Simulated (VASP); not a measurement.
# MnHg (P4/mmm) in VASP: single point with RPBE

Aim: the single point of MnHg with RPBE.

All numbers are computed with VASP 6.6.1; they aren't measurements. Logs are shortened: lines on timing, memory, paths and dates and some standing lists are left out, and cuts for length are marked.

## (1) The cell of the first run

The structure is tetragonal, space group P4/mmm (No. 123). Conventional cell: a = 3.288 Å, b = 3.288 Å, c = 3.313 Å, α = 90.00°, β = 90.00°, γ = 90.00°. Within 3.8 Å of Mn (site symmetry 4/mmm) lie 8 Hg at 2.85 Å and 6 Mn at 3.29 to 3.31 Å. Within 3.8 Å of Hg (site symmetry 4/mmm) lie 8 Mn at 2.85 Å and 6 Hg at 3.29 to 3.31 Å.

## (2) Single point, RPBE, collinear spin, antiferromagnetic start

INCAR

```
PREC = Accurate ; ENCUT = 520
EDIFF = 1E-7 ; ISMEAR = -1
SIGMA = 0.05 ; LREAL = False
LASPH = True ; NELM = 150
ALGO = Normal ; ISIF = 2
LWAVE = False ; LCHARG = True
ISPIN = 2 ; MAGMOM = 4 -4 0 0
LORBIT = 11 ; LMAXMIX = 4
GGA = RP ; LELF = True
LVHAR = True ; NBANDS = 37
```

KPOINTS

```
regular mesh
0
Gamma
  11 11 6
```

POSCAR

```
MnHg
1.0
    3.2880000000      0.0000000000      0.0000000000
    0.0000000000      3.2880000000      0.0000000000
    0.0000000000      0.0000000000      6.6260000000
Mn Hg
2 2
Direct
    0.5000000000      0.5000000000      0.2500000000
    0.5000000000      0.5000000000      0.7500000000
    0.0000000000      0.0000000000      0.0000000000
    0.0000000000      0.0000000000      0.5000000000
```

Potentials or basis: VASP PAW PBE potentials, release 64 (Mn_pv, Hg).

Launch:

```console
$ cat potpaw_PBE.64/Mn_pv/POTCAR potpaw_PBE.64/Hg/POTCAR > POTCAR
$ mpirun -np 1 vasp_std > vasp.out
```

OUTCAR:

```text
PREC = Accurate
   ENCUT = 520
   EDIFF = 1E-7
   ISMEAR = -1
   LREAL = False
   LASPH = True
   NELM = 150
   ISIF = 2
   ISPIN = 2
   LORBIT = 11
   GGA = RP

 ion  position               nearest neighbor table
   1  0.500  0.500  0.250-   3 2.85   4 2.85   3 2.85   4 2.85   3 2.85   4 2.85   3 2.85   4 2.85

   2  0.500  0.500  0.750-   3 2.85   4 2.85   3 2.85   4 2.85   3 2.85   4 2.85   3 2.85   4 2.85

   3  0.000  0.000  0.000-   1 2.85   2 2.85   1 2.85   2 2.85   1 2.85   2 2.85   1 2.85   2 2.85
                             4 3.31   4 3.31
   4  0.000  0.000  0.500-   1 2.85   2 2.85   1 2.85   2 2.85   1 2.85   2 2.85   1 2.85   2 2.85
                             3 3.31   3 3.31

  LATTYP: Found a simple tetragonal cell.
 ALAT       =     3.2880000000
 C/A-ratio  =     2.0152068127

  Lattice vectors:

 A1 = (   3.2880000000,   0.0000000000,   0.0000000000)
 A2 = (   0.0000000000,   3.2880000000,   0.0000000000)
 A3 = (   0.0000000000,   0.0000000000,   6.6260000000)

Analysis of symmetry for initial positions (statically):
=====================================================================
 Subroutine PRICEL returns following result:

  LATTYP: Found a simple tetragonal cell.
 ALAT       =     3.2880000000
 C/A-ratio  =     1.0076034063

  Lattice vectors:

 A1 = (   3.2880000000,   0.0000000000,   0.0000000000)
 A2 = (   0.0000000000,   3.2880000000,   0.0000000000)
 A3 = (   0.0000000000,   0.0000000000,   3.3130000000)

   2 primitive cells build up your supercell.

 Routine SETGRP: Setting up the symmetry group for a
 simple tetragonal supercell.

 Subroutine GETGRP returns: Found 16 space group operations
 (whereof 16 operations were pure point group operations)
 out of a pool of 16 trial point group operations.

The static configuration has the point symmetry D_4h.

Analysis of symmetry for dynamics (positions and initial velocities):
=====================================================================
 Subroutine PRICEL returns following result:

  LATTYP: Found a simple tetragonal cell.
 ALAT       =     3.2880000000
 C/A-ratio  =     1.0076034063

  Lattice vectors:

 A1 = (   3.2880000000,   0.0000000000,   0.0000000000)
 A2 = (   0.0000000000,   3.2880000000,   0.0000000000)
 A3 = (   0.0000000000,   0.0000000000,   3.3130000000)

   2 primitive cells build up your supercell.

 Routine SETGRP: Setting up the symmetry group for a
 simple tetragonal supercell.

 Subroutine GETGRP returns: Found 16 space group operations
 (whereof 16 operations were pure point group operations)
 out of a pool of 16 trial point group operations.

The dynamic configuration has the point symmetry D_4h.

Analysis of structural, dynamic, and magnetic symmetry:
=====================================================================
 Subroutine PRICEL returns following result:

  LATTYP: Found a simple tetragonal cell.
 ALAT       =     3.2880000000
 C/A-ratio  =     1.0076034063

  Lattice vectors:

 A1 = (   3.2880000000,   0.0000000000,   0.0000000000)
 A2 = (   0.0000000000,   3.2880000000,   0.0000000000)
 A3 = (   0.0000000000,   0.0000000000,   3.3130000000)

   2 primitive cells build up your supercell.

 Routine SETGRP: Setting up the symmetry group for a
 simple tetragonal supercell.

 Subroutine GETGRP returns: Found 16 space group operations
 (whereof 16 operations were pure point group operations)
 out of a pool of 16 trial point group operations.

The overall configuration has the point symmetry D_4h.

 Subroutine INISYM returns: Found 16 space group operations
 (whereof 16 operations are pure point group operations),
 and found     2 'primitive' translations

----------------------------------------------------------------------------------------

                                     Primitive cell

  volume of cell :      35.8167

  direct lattice vectors                    reciprocal lattice vectors
     3.288000000  0.000000000  0.000000000     0.304136253  0.000000000  0.000000000
     0.000000000  3.288000000  0.000000000     0.000000000  0.304136253  0.000000000
     0.000000000  0.000000000  3.313000000     0.000000000  0.000000000  0.301841232

  length of vectors
     3.288000000  3.288000000  3.313000000     0.304136253  0.304136253  0.301841232

  position of ions in fractional coordinates (direct lattice)
     0.500000000  0.500000000  0.500000000
     0.000000000  0.000000000  0.000000000

  ion indices of the primitive-cell ions
   primitive index   ion index
                 1           1
                 2           3

----------------------------------------------------------------------------------------

 KPOINTS: regular mesh

Automatic generation of k-mesh.
 Grid dimensions read from file:
 generate k-points for:   11   11    6

 Generating k-lattice:

  Cartesian coordinates                     Fractional coordinates (reciprocal lattice)
     0.027648750  0.000000000  0.000000000     0.090909091  0.000000000  0.000000000
     0.000000000  0.027648750  0.000000000     0.000000000  0.090909091  0.000000000
     0.000000000  0.000000000  0.025153436     0.000000000  0.000000000  0.166666667

  Length of vectors
     0.027648750  0.027648750  0.025153436

  Shift w.r.t. Gamma in fractional coordinates (k-lattice)
     0.000000000  0.000000000  0.000000000

 Subroutine IBZKPT returns following result:
 ===========================================

 Found     84 irreducible k-points:

 Following reciprocal coordinates:
            Coordinates               Weight
  0.000000  0.000000  0.000000      1.000000
  0.090909  0.000000  0.000000      4.000000
  0.181818  0.000000  0.000000      4.000000
  0.272727  0.000000  0.000000      4.000000
  0.363636  0.000000  0.000000      4.000000
  0.454545  0.000000  0.000000      4.000000
[... 16 lines left out ...]
  0.090909  0.000000  0.166667      8.000000
  0.181818  0.000000  0.166667      8.000000
 [... further k-points ...]
   k-points           NKPTS =     84   k-points in BZ     NKDIM =     84   number of bands    NBANDS=     37
   number of dos      NEDOS =    301   number of ions     NIONS =      4
   total plane-waves  NPLWV =  28800
   dimension x,y,z NGX =    24 NGY =   24 NGZ =   50
   dimension x,y,z NGXF=    48 NGYF=   48 NGZF=  100
   ions per type =               2   2
   NGX,Y,Z   is equivalent  to a cutoff of  12.13, 12.13, 12.54 a.u.
   NGXF,Y,Z  is equivalent  to a cutoff of  24.27, 24.27, 25.09 a.u.
 SYSTEM =  unknown system
   PREC   = accura    normal or accurate (medium, high low for compatibility)
   ISTART =      0    job   : 0-new  1-cont  2-samecut
   ICHARG =      2    charge: 1-file 2-atom 10-const
   ISPIN  =      2    spin polarized calculation?
   LNONCOLLINEAR =      F non collinear calculations
   LSORBIT =      F    spin-orbit coupling
   LASPH  =      T    aspherical Exc in radial PAW
   ENCUT  =  520.0 eV  38.22 Ry    6.18 a.u.   6.11  6.11 12.32*2*pi/ulx,y,z
   NELM   =    150;   NELMIN=  2; NELMDL= -5     # of ELM steps
   EDIFF  = 0.1E-06   stopping-criterion for ELM
   LREAL  =      F    real-space projection
   EDIFFG = 0.1E-05   stopping-criterion for IOM
   NSW    =      0    number of steps for IOM
   IBRION =     -1    ionic relax: 0-MD 1-quasi-New 2-CG
   NFREE  =      0    steps in history (QN), initial steepest desc. (CG)
   ISIF   =      2    stress and relaxation
   ISYM   =      2    0-nonsym 1-usesym 2-fastsym
   POTIM  = 0.5000    time-step for ionic-motion
   TEBEG  =    0.0;   TEEND  =   0.0 temperature during run
   PSTRESS=    0.0 pullay stress
   NELECT =      50.0000    total number of electrons
   NUPDOWN=      -1.0000    fix difference up-down
   EMIN   =  10.00;   EMAX   =-10.00  energy-range for DOS
   EFERMI =   0.00;   METHOD = LEGACY
   ISMEAR =    -1;   SIGMA  =   0.05  broadening in eV -4-tet -1-fermi 0-gaus
   EFERMI_NEDOS =   21; number of points for ismear=-14 and -15
   IALGO  =     38    algorithm
   IMIX   =      4    mixing-type and parameters
     AMIX     =   0.40;   BMIX     =  1.00
     AMIX_MAG =   1.60;   BMIX_MAG =  1.00
  volume/ion in A,a.u.               =      17.91       120.85
  Fermi-wavevector in a.u.,A,eV,Ry     =   1.452200  2.744260 28.693127  2.108885
  Thomas-Fermi vector in A             =   2.569610
   LORBIT       =     11    0 simple, 1 ext, 2 COOP (PROOUT), +10 PAW based schemes
   GGA     = RP    functional components
   LHFCALC =     F    Hartree Fock is set to
   AEXX    =    0.0000 exact exchange contribution
   IVDW    =     0    specifies the selected vdW correction
   LEPSILON=     F    determine dielectric tensor
   LRPA    =     F    only Hartree local field effects (RPA)
 spin polarized calculation
  energy-cutoff  :      520.00
  volume of cell :       71.63
 maximum number of plane-waves:      1952
   NGX = 13   NGY = 13   NGZ = 25

 number of electron      50.0000000 magnetization      -0.0000000

 number of electron      50.0000000 magnetization       0.0000000

 Free energy of the ion-electron system (eV)
  ---------------------------------------------------
  ext. energy  EPLUGINS =         0.00000000
  ---------------------------------------------------
  free energy    TOTEN  =       -15.38275244 eV

  energy without entropy =      -15.35784170  energy(sigma->0) =      -15.37029707

 E-fermi :   5.8908     XC(G=0): -11.6602

 val. band max:        5.8889568971   @ k =   0.2727   0.2727   0.5000
 cond. band min:       5.8934376647   @ k =   0.2727   0.1818   0.1667
 fundamental gap:      0.0044807675
 Fermi energy:         5.8908184235

 spin component 1

 k-point     1 :       0.0000    0.0000    0.0000
  band No.  band energies     occupation
      1     -44.4922      1.00000
      2     -44.4922      1.00000
      3     -44.4538      1.00000
      4     -40.4052      1.00000
      5     -40.3988      1.00000
      6     -40.3988      1.00000
[... 29 lines left out ...]
     36      17.0171      0.00000
     37      17.1338      0.00000

 k-point     2 :       0.0909    0.0000    0.0000
  band No.  band energies     occupation
      1     -44.4936      1.00000
      2     -44.4921      1.00000
      3     -44.4537      1.00000
      4     -40.4050      1.00000
      5     -40.4005      1.00000
      6     -40.3987      1.00000
[... 29 lines left out ...]
     36      16.4114      0.00000
     37      17.4039      0.00000
[... 838 lines left out ...]
     36      16.3976      0.00000
     37      17.6397      0.00000

 k-point    24 :       0.1818    0.0000    0.1667
  band No.  band energies     occupation
      1     -44.4973      1.00000
      2     -44.4918      1.00000
      3     -44.4534      1.00000
      4     -40.4051      1.00000
      5     -40.4046      1.00000
      6     -40.3983      1.00000
[... 29 lines left out ...]
     36      16.5266      0.00000
     37      17.7314      0.00000

 [... further k-points ...]

 spin component 2

 k-point     1 :       0.0000    0.0000    0.0000
  band No.  band energies     occupation
      1     -44.4922      1.00000
      2     -44.4922      1.00000
      3     -44.4538      1.00000
      4     -40.4052      1.00000
      5     -40.3988      1.00000
      6     -40.3988      1.00000
[... 29 lines left out ...]
     36      17.0171      0.00000
     37      17.1338      0.00000

 k-point     2 :       0.0909    0.0000    0.0000
  band No.  band energies     occupation
      1     -44.4936      1.00000
      2     -44.4921      1.00000
      3     -44.4537      1.00000
      4     -40.4050      1.00000
      5     -40.4005      1.00000
      6     -40.3987      1.00000
[... 29 lines left out ...]
     36      16.4114      0.00000
     37      17.4039      0.00000
[... 838 lines left out ...]
     36      16.3976      0.00000
     37      17.6397      0.00000

 k-point    24 :       0.1818    0.0000    0.1667
  band No.  band energies     occupation
      1     -44.4973      1.00000
      2     -44.4918      1.00000
      3     -44.4534      1.00000
      4     -40.4051      1.00000
      5     -40.4046      1.00000
      6     -40.3983      1.00000
[... 29 lines left out ...]
     36      16.5266      0.00000
     37      17.7314      0.00000

 [... further k-points ...]

------------------------ aborting loop because EDIFF is reached ----------------------------------------

  FORCE on cell =-STRESS in cart. coord.  units (eV):
  Direction    XX          YY          ZZ          XY          YZ          ZX
  --------------------------------------------------------------------------------------
  -------------------------------------------------------------------------------------
  Total        2.5543715      2.5543715      2.6171602      0.0000000     -0.0000000      0.0000000
  in kB       57.1320217     57.1320217     58.5363778      0.0000000     -0.0000000      0.0000000
  external PRESSURE =      57.6001404 kB  Pullay stress =       0.0000000 kB

 VOLUME and BASIS-vectors are now :
 -----------------------------------------------------------------------------
  energy-cutoff  :      520.00
  volume of cell :       71.63
      direct lattice vectors                 reciprocal lattice vectors
     3.288000000  0.000000000  0.000000000     0.304136253  0.000000000  0.000000000
     0.000000000  3.288000000  0.000000000     0.000000000  0.304136253  0.000000000
     0.000000000  0.000000000  6.626000000     0.000000000  0.000000000  0.150920616

 POSITION                                       TOTAL-FORCE (eV/Angst)
 -----------------------------------------------------------------------------------
      1.64400      1.64400      1.65650        -0.000000      0.000000      0.000000
      1.64400      1.64400      4.96950         0.000000      0.000000      0.000000
      0.00000      0.00000      0.00000        -0.000000     -0.000000      0.000000
      0.00000      0.00000      3.31300        -0.000000     -0.000000      0.000000
 -----------------------------------------------------------------------------------
    total drift:                                0.000000     -0.000000     -0.000000

  FREE ENERGIE OF THE ION-ELECTRON SYSTEM (eV)
  ---------------------------------------------------
  free  energy   TOTEN  =       -15.3827524356 eV

  energy  without entropy=      -15.3578417038  energy(sigma->0) =      -15.37029707

 total charge

# of ion       s       p       d       tot
------------------------------------------
    1        0.253   6.179   4.972  11.404
    2        0.253   6.179   4.972  11.404
    3        0.833   0.525   9.254  10.612
    4        0.833   0.525   9.254  10.612
--------------------------------------------------
tot          2.172  13.408  28.451  44.031

 magnetization (x)

# of ion       s       p       d       tot
------------------------------------------
    1        0.038   0.034   3.773   3.844
    2       -0.038  -0.034  -3.773  -3.844
    3        0.000   0.000   0.000   0.000
    4        0.000   0.000   0.000   0.000
--------------------------------------------------
tot          0.000   0.000   0.000   0.000
```

It took 4.1 min on 1 thread of Intel Xeon 8259CL, shared host; peak memory 0.42 GiB.

What came out:

```
Free energy                                           : -15.3828 eV
Pressure                                              : 5.8 GPa
Band gap on the k mesh                                : zero (filled and empty bands overlap)
Net moment                                            : 0.00 μB per cell
Site moments                                          : Mn +3.84, -3.84; Hg +0.00 μB
Valence electrons inside the program's atomic spheres : Mn 11.40; Hg 10.61
```

Levels at points of the mesh, in eV from the Fermi level:
Spin up:
| k point | band 22 | band 23 | band 24 | band 25 | band 26 | band 27 | band 28 | band 29 |
| --- | --- | --- | --- | --- | --- | --- | --- | --- |
| (0.00, 0.00, 0.00) | -2.59 | -2.46 | -2.34 | 0.11 | 0.97 | 0.97 | 1.26 | 1.37 |
| (0.00, 0.00, 0.50) | -2.59 | -2.33 | -0.75 | 0.10 | 0.58 | 0.81 | 0.81 | 1.37 |
Spin down:
```csv
k point,band 22,band 23,band 24,band 25,band 26,band 27,band 28,band 29
"(0.00, 0.00, 0.00)",-2.59,-2.46,-2.34,0.11,0.97,0.97,1.26,1.37
"(0.00, 0.00, 0.50)",-2.59,-2.33,-0.75,0.10,0.58,0.81,0.81,1.37
```

Caveat: the cell stands under pressure; the antiferromagnetic order is the one typed at the start, and another may lie lower; the PAW data sets were made with another functional, which shifts forces and pressure a little; spin-orbit coupling is left out, which moves the levels of the heavy elements.
